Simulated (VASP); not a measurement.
# WS2 in VASP: notebook

Runs on WS2. Level: PBE+D3(BJ). Tasks: single point.

Program: VASP 6.6.1. These are calculated values, not measurements. Logs are shortened: lines on timing, memory, paths and dates and some standing lists are left out, and cuts for length are marked.

### Step 1. The cell of the first run

The cell holds a slab with vacuum, 3 atoms: a = 3.160 Å, b = 3.160 Å, c = 32.291 Å, α = 90.00°, β = 90.00°, γ = 120.00°.

### Step 2. Single point, PBE+D3(BJ)

Input file INCAR:

```
ALGO     = Normal         # electronic algorithm
DIPOL    = 0.5 0.5 0.500
EDIFF    = 1E-7           # SCF threshold, eV
ENCUT    = 520            # plane-wave cutoff, eV
GGA      = PE             # functional
IDIPOL   = 3            
ISIF     = 2              # what is computed and relaxed
ISMEAR   = 0              # smearing method
IVDW     = 12             # dispersion correction
LASPH    = T              # aspherical terms in the spheres
LCHARG   = F              # write CHGCAR
LDIPOL   = T            
LREAL    = F              # projectors in reciprocal space
LWAVE    = F              # write WAVECAR
NBANDS   = 20             # bands
NELM     = 80             # most SCF steps
PREC     = Accurate       # precision mode
SIGMA    = 0.02           # smearing width, eV
```

Input file KPOINTS:

```
k-points
0
Gamma
  12 12 1
```

Input file POSCAR:

```
WS2
1.0
    3.1597397720      0.0000000000      0.0000000000
   -1.5798698860      2.7364149119      0.0000000000
    0.0000000000      0.0000000000     32.2905332550
S W
2 1
Direct
    0.3333333333      0.6666666667      0.4512023243
    0.3333333333      0.6666666667      0.5488105803
    0.6666666667      0.3333333333      0.5000058761
```

Potentials or basis: VASP PAW PBE potentials, release 64 (S, W_sv).

Run with:

```
> cat potpaw_PBE.64/S/POTCAR potpaw_PBE.64/W_sv/POTCAR > POTCAR
> mpirun -np 1 vasp_std > vasp.out
```

OUTCAR:

```text
EDIFF = 1E-7
   ENCUT = 520
   GGA = PE
   ISIF = 2
   ISMEAR = 0
   IVDW = 12
   LASPH = T
   LREAL = F
   NELM = 80
   PREC = Accurate
 IVDW          = 12

 ion  position               nearest neighbor table
   1  0.333  0.667  0.451-   3 2.41   3 2.41   3 2.41
   2  0.333  0.667  0.549-   3 2.41   3 2.41   3 2.41
   3  0.667  0.333  0.500-   1 2.41   1 2.41   1 2.41   2 2.41   2 2.41   2 2.41

  LATTYP: Found a hexagonal cell.
 ALAT       =     3.1597397720
 C/A-ratio  =    10.2193647531

  Lattice vectors:

 A1 = (   3.1597397720,   0.0000000000,   0.0000000000)
 A2 = (  -1.5798698860,   2.7364149119,   0.0000000000)
 A3 = (   0.0000000000,   0.0000000000,  32.2905332550)

Analysis of symmetry for initial positions (statically):
=====================================================================
 Subroutine PRICEL returns:
 Original cell was already a primitive cell.

 Routine SETGRP: Setting up the symmetry group for a
 hexagonal supercell.

 Subroutine GETGRP returns: Found 12 space group operations
 (whereof  6 operations were pure point group operations)
 out of a pool of 24 trial point group operations.

The static configuration has the point symmetry C_3v.
 The point group associated with its full space group is D_3h.

Analysis of symmetry for dynamics (positions and initial velocities):
=====================================================================
 Subroutine PRICEL returns:
 Original cell was already a primitive cell.

 Routine SETGRP: Setting up the symmetry group for a
 hexagonal supercell.

 Subroutine GETGRP returns: Found 12 space group operations
 (whereof  6 operations were pure point group operations)
 out of a pool of 24 trial point group operations.

The dynamic configuration has the point symmetry C_3v.
 The point group associated with its full space group is D_3h.

 Subroutine INISYM returns: Found 12 space group operations
 (whereof  6 operations are pure point group operations),
 and found     1 'primitive' translations

----------------------------------------------------------------------------------------

                                     Primitive cell

  volume of cell :     279.1955

  direct lattice vectors                    reciprocal lattice vectors
     3.159739772  0.000000000  0.000000000     0.316481759  0.182720829  0.000000000
    -1.579869886  2.736414912  0.000000000     0.000000000  0.365441657  0.000000000
     0.000000000  0.000000000 32.290533255     0.000000000  0.000000000  0.030968829

  length of vectors
     3.159739772  3.159739772 32.290533255     0.365441657  0.365441657  0.030968829

  position of ions in fractional coordinates (direct lattice)
     0.333333333  0.666666667  0.451202324
     0.333333333  0.666666667  0.548810580
     0.666666667  0.333333333  0.500005876

  ion indices of the primitive-cell ions
   primitive index   ion index
                 1           1
                 2           2
                 3           3

----------------------------------------------------------------------------------------

 KPOINTS: k-points

Automatic generation of k-mesh.
 Grid dimensions read from file:
 generate k-points for:   12   12    1

 Generating k-lattice:

  Cartesian coordinates                     Fractional coordinates (reciprocal lattice)
     0.026373480  0.015226736  0.000000000     0.083333333  0.000000000  0.000000000
     0.000000000  0.030453471  0.000000000     0.000000000  0.083333333  0.000000000
     0.000000000  0.000000000  0.030968829     0.000000000  0.000000000  1.000000000

  Length of vectors
     0.030453471  0.030453471  0.030968829

  Shift w.r.t. Gamma in fractional coordinates (k-lattice)
     0.000000000  0.000000000  0.000000000

 Subroutine IBZKPT returns following result:
 ===========================================

 Found     19 irreducible k-points:

 Following reciprocal coordinates:
            Coordinates               Weight
  0.000000  0.000000  0.000000      1.000000
  0.083333 -0.000000  0.000000      6.000000
  0.166667  0.000000  0.000000      6.000000
  0.250000  0.000000  0.000000      6.000000
  0.333333 -0.000000  0.000000      6.000000
  0.416667  0.000000  0.000000      6.000000
[... 11 lines left out ...]
  0.333333  0.250000  0.000000     12.000000
  0.333333  0.333333  0.000000      2.000000
   k-points           NKPTS =     19   k-points in BZ     NKDIM =     19   number of bands    NBANDS=     20
   number of dos      NEDOS =    301   number of ions     NIONS =      3
   total plane-waves  NPLWV = 138240
   dimension x,y,z NGX =    24 NGY =   24 NGZ =  240
   dimension x,y,z NGXF=    48 NGYF=   48 NGZF=  480
   ions per type =               2   1
   NGX,Y,Z   is equivalent  to a cutoff of  12.63, 12.63, 12.36 a.u.
   NGXF,Y,Z  is equivalent  to a cutoff of  25.25, 25.25, 24.71 a.u.
 SYSTEM =  unknown system
   PREC   = accura    normal or accurate (medium, high low for compatibility)
   ISTART =      0    job   : 0-new  1-cont  2-samecut
   ICHARG =      2    charge: 1-file 2-atom 10-const
   ISPIN  =      1    spin polarized calculation?
   LNONCOLLINEAR =      F non collinear calculations
   LSORBIT =      F    spin-orbit coupling
   LASPH  =      T    aspherical Exc in radial PAW
   ENCUT  =  520.0 eV  38.22 Ry    6.18 a.u.   5.88  5.88 60.04*2*pi/ulx,y,z
   NELM   =     80;   NELMIN=  2; NELMDL= -5     # of ELM steps
   EDIFF  = 0.1E-06   stopping-criterion for ELM
   LREAL  =      F    real-space projection
   EDIFFG = 0.1E-05   stopping-criterion for IOM
   NSW    =      0    number of steps for IOM
   IBRION =     -1    ionic relax: 0-MD 1-quasi-New 2-CG
   NFREE  =      0    steps in history (QN), initial steepest desc. (CG)
   ISIF   =      2    stress and relaxation
   ISYM   =      2    0-nonsym 1-usesym 2-fastsym
   POTIM  = 0.5000    time-step for ionic-motion
   TEBEG  =    0.0;   TEEND  =   0.0 temperature during run
   PSTRESS=    0.0 pullay stress
   NELECT =      26.0000    total number of electrons
   NUPDOWN=      -1.0000    fix difference up-down
   EMIN   =  10.00;   EMAX   =-10.00  energy-range for DOS
   EFERMI =   0.00;   METHOD = LEGACY
   ISMEAR =     0;   SIGMA  =   0.02  broadening in eV -4-tet -1-fermi 0-gaus
   EFERMI_NEDOS =   21; number of points for ismear=-14 and -15
   IALGO  =     38    algorithm
   IMIX   =      4    mixing-type and parameters
     AMIX     =   0.40;   BMIX     =  1.00
     AMIX_MAG =   1.60;   BMIX_MAG =  1.00
  volume/ion in A,a.u.               =      93.07       628.03
  Fermi-wavevector in a.u.,A,eV,Ry     =   0.742044  1.402260  7.491771  0.550630
  Thomas-Fermi vector in A             =   1.836829
   LORBIT       =      0    0 simple, 1 ext, 2 COOP (PROOUT), +10 PAW based schemes
   GGA     = PE    functional components
   LHFCALC =     F    Hartree Fock is set to
   AEXX    =    0.0000 exact exchange contribution
   IVDW    =    12    specifies the selected vdW correction
   LEPSILON=     F    determine dielectric tensor
   LRPA    =     F    only Hartree local field effects (RPA)
 non-spin polarized calculation
 Gauss-broadening in eV      SIGMA  =   0.02
  energy-cutoff  :      520.00
  volume of cell :      279.20
 maximum number of plane-waves:      7556
 NGX is ok and might be reduce to    24
   NGX = 11   NGY = 11   NGZ =121

 number of electron      25.9999999 magnetization

 dipolmoment           0.000000      0.000000     -0.000254 electrons x Angstroem

 Free energy of the ion-electron system (eV)
  ---------------------------------------------------
  ext. energy  EPLUGINS =         0.00000000
  ---------------------------------------------------
  free energy    TOTEN  =       -23.66552166 eV

  energy without entropy =      -23.66552166  energy(sigma->0) =      -23.66552166

 E-fermi :  -3.1374     XC(G=0):  -2.4267

 val. band max:       -3.2709791334   @ k =   0.3333   0.3333   0.0000
 cond. band min:      -1.3489637889   @ k =   0.3333   0.3333   0.0000
 fundamental gap:      1.9220153445
 Fermi energy:        -3.1373534689

 k-point     1 :       0.0000    0.0000    0.0000
  band No.  band energies     occupation
      1     -77.2789      2.00000
      2     -41.5300      2.00000
      3     -41.3566      2.00000
      4     -41.3566      2.00000
      5     -18.0931      2.00000
      6     -16.4688      2.00000
[... 12 lines left out ...]
     19       2.0167      0.00000
     20       2.3438      0.00000

 k-point     2 :       0.0833   -0.0000    0.0000
  band No.  band energies     occupation
      1     -77.2776      2.00000
      2     -41.5256      2.00000
      3     -41.3811      2.00000
      4     -41.3622      2.00000
      5     -17.9757      2.00000
      6     -16.4246      2.00000
[... 12 lines left out ...]
     19       2.1575      0.00000
     20       2.5575      0.00000

 k-point     3 :       0.1667    0.0000    0.0000
  band No.  band energies     occupation
      1     -77.2742      2.00000
      2     -41.5135      2.00000
      3     -41.4475      2.00000
      4     -41.3777      2.00000
      5     -17.6412      2.00000
      6     -16.2991      2.00000
[... 12 lines left out ...]
     19       2.5661      0.00000
     20       2.9928      0.00000

 k-point     4 :       0.2500    0.0000    0.0000
  band No.  band energies     occupation
      1     -77.2696      2.00000
      2     -41.5371      2.00000
      3     -41.4970      2.00000
      4     -41.3988      2.00000
      5     -17.1432      2.00000
      6     -16.1144      2.00000
[... 314 lines left out ...]
 k-point    18 :       0.3333    0.2500    0.0000
  band No.  band energies     occupation
      1     -77.2587      2.00000
      2     -41.6509      2.00000
      3     -41.5444      2.00000
      4     -41.4578      2.00000
      5     -15.6696      2.00000
      6     -15.5513      2.00000
[... 12 lines left out ...]
     19       4.5069      0.00000
     20       5.8553      0.00000

 k-point    19 :       0.3333    0.3333    0.0000
  band No.  band energies     occupation
      1     -77.2580      2.00000
      2     -41.6223      2.00000
      3     -41.5880      2.00000
      4     -41.4556      2.00000
      5     -15.5730      2.00000
      6     -15.5069      2.00000
[... 12 lines left out ...]
     19       3.8864      0.00000
     20       6.0652      0.00000

------------------------ aborting loop because EDIFF is reached ----------------------------------------

 vacuum level on the upper side and lower side of the slab       (xc-potential included)        -0.010        -0.005

 Edisp (eV)   -0.92959

 E8    (eV) :    -0.4183

  FORCE on cell =-STRESS in cart. coord.  units (eV):
  Direction    XX          YY          ZZ          XY          YZ          ZX
  --------------------------------------------------------------------------------------
  -------------------------------------------------------------------------------------
  Total      -0.01760    -0.01760    -0.01432     0.00000     0.00000     0.00000
  in kB      -0.10099    -0.10099    -0.08219     0.00000     0.00000     0.00000
  external pressure =       -0.09 kB  Pullay stress =        0.00 kB

 VOLUME and BASIS-vectors are now :
 -----------------------------------------------------------------------------
  energy-cutoff  :      520.00
  volume of cell :      279.20
      direct lattice vectors                 reciprocal lattice vectors
     3.159739772  0.000000000  0.000000000     0.316481759  0.182720829  0.000000000
    -1.579869886  2.736414912  0.000000000     0.000000000  0.365441657  0.000000000
     0.000000000  0.000000000 32.290533255     0.000000000  0.000000000  0.030968829

 POSITION                                       TOTAL-FORCE (eV/Angst)
 -----------------------------------------------------------------------------------
     -0.00000      1.82428     14.56956         0.000000     -0.000000     -0.004321
     -0.00000      1.82428     17.72139        -0.000000     -0.000000      0.004321
      1.57987      0.91214     16.14546        -0.000000      0.000000      0.000000
 -----------------------------------------------------------------------------------
    total drift:                                0.000000     -0.000000     -0.037521

  FREE ENERGIE OF THE ION-ELECTRON SYSTEM (eV)
  ---------------------------------------------------
  free  energy   TOTEN  =       -24.5951135343 eV

  energy  without entropy=      -24.5951135343  energy(sigma->0) =      -24.59511353

 vacuum level on the upper side and lower side of the slab         2.373         2.378
```

Run time: 90 s. Hardware: 1 thread of AMD EPYC 9R45 (Zen 5), shared host; peak memory 0.39 GiB.

What came out:

```yaml
Free_energy: -24.5951 eV
Largest_force: 0.004 eV/Å
Band_gap_on_the_k_mesh: 1.92 eV
Dispersion_energy_per_atom: -0.310 eV
```

Forces in eV/Å, atoms in the order of the input:
```
S    0.000  0.000 -0.004
S    0.000  0.000  0.004
W    0.000  0.000  0.000
```

Caveat: spin-orbit coupling is left out, which moves the levels of the heavy elements.

(Continued in part 2 of 3.)
